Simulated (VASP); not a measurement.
# B6As (R-3m) in VASP: further runs, part 3 of 3

VASP 6.6.1. Earlier steps stand in the parts before.

### Step 4. Relaxation of cell and atoms, LDA

Contents of INCAR:

```
SYSTEM = B6As
ALGO = Normal
EDIFF = 1E-7
EDIFFG = -0.001
ENCUT = 600
GGA = CA
IBRION = 2
ISIF = 3
ISMEAR = 0
LASPH = .TRUE.
LCHARG = .FALSE.
LREAL = .FALSE.
LWAVE = .FALSE.
NELM = 100
NSW = 80
PREC = Accurate
SIGMA = 0.01
```

Contents of KPOINTS:

```
k-points
0
G
  6 6 6
  0 0 0
```

Contents of POSCAR:

```
B6As
1.0
    3.0387590408      1.7544283502      3.9163134740
   -3.0387590408      1.7544283502      3.9163134740
    0.0000000000     -3.5088567004      3.9163134740
B As
12 2
Direct
    0.0155961129      0.0155961129      0.3243624079
    0.0155961129      0.3243624079      0.0155961129
    0.8218781704      0.2725031723      0.8218781704
    0.8218781704      0.8218781704      0.2725031723
    0.2725031723      0.8218781704      0.8218781704
    0.7274968277      0.1781218296      0.1781218296
    0.1781218296      0.7274968277      0.1781218296
    0.1781218296      0.1781218296      0.7274968277
    0.9844038871      0.6756375921      0.9844038871
    0.9844038871      0.9844038871      0.6756375921
    0.6756375921      0.9844038871      0.9844038871
    0.3243624079      0.0155961129      0.0155961129
    0.6008649460      0.6008649460      0.6008649460
    0.3991350540      0.3991350540      0.3991350540
```

Potentials or basis: VASP PAW LDA potentials, release 64 (B, As).

On the command line:

```sh
cat potpaw_LDA.64/B/POTCAR potpaw_LDA.64/As/POTCAR > POTCAR
mpirun -np 1 vasp_std > vasp.out
```

OUTCAR:

```text
SYSTEM = B6As
   EDIFF = 1E-7
   EDIFFG = -0.001
   ENCUT = 600
   GGA = CA
   IBRION = 2
   ISIF = 3
   ISMEAR = 0
   LASPH = .TRUE.
   LREAL = .FALSE.
   NELM = 100
   NSW = 80
   PREC = Accurate

 ion  position               nearest neighbor table
   1  0.016  0.016  0.324-  10 1.76   7 1.76   6 1.76   4 1.79   2 1.88  12 1.88
   2  0.016  0.324  0.016-   9 1.76   6 1.76   8 1.76   3 1.79   1 1.88  12 1.88
   3  0.822  0.273  0.822-   6 1.71   8 1.71  11 1.76  10 1.76   2 1.79  13 1.98
   4  0.822  0.822  0.273-   6 1.71   7 1.71   9 1.76  11 1.76   1 1.79  13 1.98
   5  0.273  0.822  0.822-   7 1.71   8 1.71   9 1.76  10 1.76  12 1.79  13 1.98
   6  0.727  0.178  0.178-   3 1.71   4 1.71   2 1.76   1 1.76  11 1.79  14 1.98
   7  0.178  0.727  0.178-   5 1.71   4 1.71  12 1.76   1 1.76   9 1.79  14 1.98
   8  0.178  0.178  0.727-   3 1.71   5 1.71   2 1.76  12 1.76  10 1.79  14 1.98
   9  0.984  0.676  0.984-   2 1.76   5 1.76   4 1.76   7 1.79  10 1.88  11 1.88
  10  0.984  0.984  0.676-   1 1.76   3 1.76   5 1.76   8 1.79   9 1.88  11 1.88
  11  0.676  0.984  0.984-  12 1.76   3 1.76   4 1.76   6 1.79  10 1.88   9 1.88
  12  0.324  0.016  0.016-  11 1.76   7 1.76   8 1.76   5 1.79   1 1.88   2 1.88
  13  0.601  0.601  0.601-   4 1.98   3 1.98   5 1.98  14 2.37
  14  0.399  0.399  0.399-   8 1.98   7 1.98   6 1.98  13 2.37

  LATTYP: Found a trigonal (rhomboedric) cell.
 ALAT       =     5.2582874180
 COS(alpha) =     0.3320654915

  Lattice vectors:

 A1 = (   3.0387590408,   1.7544283502,   3.9163134740)
 A2 = (  -3.0387590408,   1.7544283502,   3.9163134740)
 A3 = (   0.0000000000,  -3.5088567004,   3.9163134740)

Analysis of symmetry for initial positions (statically):
=====================================================================
 Subroutine PRICEL returns:
 Original cell was already a primitive cell.

 Routine SETGRP: Setting up the symmetry group for a
 trigonal (rhombohedral) supercell.

 Subroutine GETGRP returns: Found 12 space group operations
[... 177 lines left out ...]
 maximum number of plane-waves:      4212
   NGX = 21   NGY = 21   NGZ = 21

--------------------------------------- Ionic step        1  -------------------------------------------

 number of electron      46.0000000 magnetization

 Free energy of the ion-electron system (eV)
  ---------------------------------------------------
  ext. energy  EPLUGINS =         0.00000000
  ---------------------------------------------------
  free energy    TOTEN  =      -102.80148823 eV

  energy without entropy =     -102.80148823  energy(sigma->0) =     -102.80148823

------------------------ aborting loop because EDIFF is reached ----------------------------------------

  FORCE on cell =-STRESS in cart. coord.  units (eV):
  Direction    XX          YY          ZZ          XY          YZ          ZX
  --------------------------------------------------------------------------------------
  -------------------------------------------------------------------------------------
  Total        0.5534043      0.5534043      0.3827186      0.0000000      0.0000000     -0.0000000
  in kB        7.0777054      7.0777054      4.8947392      0.0000000      0.0000000     -0.0000000
  external PRESSURE =       6.3500500 kB  Pullay stress =       0.0000000 kB
[... 125 lines left out ...]
  FREE ENERGIE OF THE ION-ELECTRON SYSTEM (eV)
  ---------------------------------------------------
  free  energy   TOTEN  =      -102.8025902334 eV

  energy  without entropy=     -102.8025902334  energy(sigma->0) =     -102.80259023

[... ionic steps 4 to 9 ...]

--------------------------------------- Ionic step       10  -------------------------------------------

 number of electron      46.0000000 magnetization

------------------------ aborting loop because EDIFF is reached ----------------------------------------
[... 91 lines left out ...]
--------------------------------------- Ionic step       12  -------------------------------------------

 number of electron      46.0000000 magnetization

 Free energy of the ion-electron system (eV)
  ---------------------------------------------------
  ext. energy  EPLUGINS =         0.00000000
  ---------------------------------------------------
  free energy    TOTEN  =      -102.80266207 eV

  energy without entropy =     -102.80266207  energy(sigma->0) =     -102.80266207

 E-fermi :   4.8947     XC(G=0): -11.2984

 val. band max:        4.7993479073   @ k =   0.1667  -0.0000   0.0000
 cond. band min:       7.4667155252   @ k =   0.5000   0.0000   0.0000
 fundamental gap:      2.6673676180
 Fermi energy:         4.8947177444

 k-point     1 :       0.0000    0.0000    0.0000
  band No.  band energies     occupation
      1      -9.9960      2.00000
      2      -7.0589      2.00000
      3      -5.2182      2.00000
      4      -5.2182      2.00000
      5      -5.1622      2.00000
      6      -4.0775      2.00000
[... 805 lines left out ...]
     30      11.1228      0.00000
     31      11.5295      0.00000

 [... further k-points ...]
[... 5 lines left out ...]
  --------------------------------------------------------------------------------------
  -------------------------------------------------------------------------------------
  Total       -0.0014499     -0.0014499      0.0015488      0.0000000      0.0000000      0.0000000
  in kB       -0.0184850     -0.0184850      0.0197461      0.0000000      0.0000000      0.0000000
  external PRESSURE =      -0.0057413 kB  Pullay stress =       0.0000000 kB
[... 29 lines left out ...]
  FREE ENERGIE OF THE ION-ELECTRON SYSTEM (eV)
  ---------------------------------------------------
  free  energy   TOTEN  =      -102.8026620727 eV

  energy  without entropy=     -102.8026620727  energy(sigma->0) =     -102.80266207

 reached required accuracy - stopping structural energy minimisation
```

OSZICAR:

```text
N       E                     dE             d eps       ncg     rms          rms(c)
DAV:   1     0.147171426029E+03    0.14717E+03   -0.22989E+04  1984   0.150E+03
DAV:   2    -0.100600720702E+03   -0.24777E+03   -0.23629E+03  2523   0.259E+02
DAV:   3    -0.111651582181E+03   -0.11051E+02   -0.10929E+02  2488   0.533E+01
[... 69 lines left out ...]
DAV:   1    -0.102802661808E+03    0.26084E-08   -0.15020E-07  1078   0.212E-03    0.114E-04
DAV:   2    -0.102802661809E+03   -0.76852E-09   -0.11698E-08  1034   0.639E-04
  11 F= -.10280266E+03 E0= -.10280266E+03  d E =-.270013E-05
       N       E                     dE             d eps       ncg     rms          rms(c)
DAV:   1    -0.102802662085E+03   -0.27673E-06   -0.17777E-05  2117   0.223E-02    0.131E-03
DAV:   2    -0.102802662073E+03    0.11927E-07   -0.44398E-07  2475   0.358E-03
  12 F= -.10280266E+03 E0= -.10280266E+03  d E =-.264037E-06
```

CONTCAR:

```text
B6As
   1.00000000000000
     3.0428714341674028    1.7568026416176499    3.9179473124472444
    -3.0428714341674028    1.7568026416176499    3.9179473124472444
    -0.0000000000000000   -3.5136052832352997    3.9179473124472444
  B               As
    12     2
Direct
     0.0156962758505609    0.0156962758505609    0.3243686097480133
[... 17 lines left out ...]
  0.00000000E+00  0.00000000E+00  0.00000000E+00
  0.00000000E+00  0.00000000E+00  0.00000000E+00
  0.00000000E+00  0.00000000E+00  0.00000000E+00
  0.00000000E+00  0.00000000E+00  0.00000000E+00
  0.00000000E+00  0.00000000E+00  0.00000000E+00
  0.00000000E+00  0.00000000E+00  0.00000000E+00
  0.00000000E+00  0.00000000E+00  0.00000000E+00
  0.00000000E+00  0.00000000E+00  0.00000000E+00
  0.00000000E+00  0.00000000E+00  0.00000000E+00
  0.00000000E+00  0.00000000E+00  0.00000000E+00
  0.00000000E+00  0.00000000E+00  0.00000000E+00
```

It took 18 min on 1 thread of Intel Xeon 8259CL, shared host; peak memory 0.29 GiB.

Results:

```yaml
Free_energy: -102.8027 eV
Relaxed_volume: 8.98 Å³/atom
Relaxed_cell: a = 5.263 Å, b = 5.263 Å, c = 5.263 Å, α = 70.65°, β = 70.65°, γ = 70.65°
Space_group_after_relaxing_to_0.1_Å: R-3m (No. 166)
Energy_gained_by_relaxing: 0.1 meV/atom
Ionic_steps: 12
Pressure_after_relaxing: 0.0 GPa
Band_gap_on_the_k_mesh: 2.67 eV (least direct gap 2.70 eV)
```

Step by step:
```
step  energy change (eV)  largest force (eV/Å)  pressure (GPa)  volume (Å³)
   1              0.0000                0.0449            0.64       125.27
   2             -0.0008                0.0240           -0.40       125.92
   3             -0.0011                0.0183           -0.05       125.70
   4             -0.0011                0.0122            0.01       125.68
   5             -0.0012                0.0076           -0.01       125.68
   6             -0.0012                0.0032           -0.01       125.67
   7             -0.0012                0.0053           -0.01       125.67
   8             -0.0012                0.0013            0.01       125.66
   9             -0.0012                0.0012            0.00       125.66
  10             -0.0012                0.0011            0.00       125.66
  11             -0.0012                0.0011            0.00       125.66
  12             -0.0012                0.0002            0.00       125.67
```

Final structure:
```yaml
crystal:
  lattice:
    - [3.04287, 1.75680, 3.91795]
    - [-3.04287, 1.75680, 3.91795]
    - [0.00000, -3.51361, 3.91795]
  atoms:
    - { symbol: B, position: [0.01570, 0.01570, 0.32437] }
    - { symbol: B, position: [0.01570, 0.32437, 0.01570] }
    - { symbol: B, position: [0.82207, 0.27215, 0.82207] }
    - { symbol: B, position: [0.82207, 0.82207, 0.27215] }
    - { symbol: B, position: [0.27215, 0.82207, 0.82207] }
    - { symbol: B, position: [0.72785, 0.17793, 0.17793] }
    - { symbol: B, position: [0.17793, 0.72785, 0.17793] }
    - { symbol: B, position: [0.17793, 0.17793, 0.72785] }
    - { symbol: B, position: [0.98430, 0.67563, 0.98430] }
    - { symbol: B, position: [0.98430, 0.98430, 0.67563] }
    - { symbol: B, position: [0.67563, 0.98430, 0.98430] }
    - { symbol: B, position: [0.32437, 0.01570, 0.01570] }
    - { symbol: As, position: [0.60105, 0.60105, 0.60105] }
    - { symbol: As, position: [0.39895, 0.39895, 0.39895] }
```

A k mesh can miss the band edges.

### Step 5. Overview

| task | cell | cutoff (eV) | smearing | gap on the mesh (eV) | pressure (GPa) | largest force (eV/Å) |
| --- | --- | --- | --- | --- | --- | --- |
| single point | a = 5.258 Å, angles 70.6°, 14 atoms | 520 | gaussian 0.02 eV | 2.67 | 0.7 | 0.04 |
| single point | a = 5.258 Å, angles 70.6°, 14 atoms | 520 | gaussian 0.01 eV | 2.67 | 0.7 | 0.04 |
| relaxation of cell and atoms | relaxed from a = 5.258 Å, angles 70.6°, 14 atoms | 600 | gaussian 0.01 eV | 2.67 | 0.0 | - |

Alike in all rows: level LDA; potentials or basis VASP PAW LDA potentials, release 64 (B, As); no spin polarisation; k mesh 6 × 6 × 6.

Total energies depend on the potentials used, so only differences within one code and one set of settings carry meaning.
